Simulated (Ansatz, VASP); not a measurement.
## Tl: VASP beside Ansatz

```xyz
4
Lattice="3.4975 0.0000 0.0000 -1.7488 3.0290 0.0000 0.0000 0.0000 11.2982" Properties=species:S:1:pos:R:3 pbc="T T T"
Tl    3.4975    0.0000    0.0000
Tl    3.4975    0.0000    5.6491
Tl    0.0000    2.0193    2.8245
Tl    1.7488    1.0097    8.4736
```

Alike in both runs: task single point; functional r2SCAN; k mesh 12 × 12 × 4; occupations fermi-dirac, width 0.1 eV; no spin polarisation.

```csv
,VASP,Ansatz
version,VASP 6.6.1,Ansatz 0.2.0
potentials or method,"VASP PAW PBE potentials, release 64 (Tl_d), cutoff 520 eV","plane waves (500 eV) with PAW, scalar-relativistic"
valence electrons in the cell,52,52
```

|  | VASP | Ansatz | Ansatz less VASP |
| --- | --- | --- | --- |
| pressure (GPa) | 0.0 | 0.0 | +0.06 |

VASP's potentials were made for PBE, not for r2SCAN.

Neither program's run includes spin-orbit coupling.
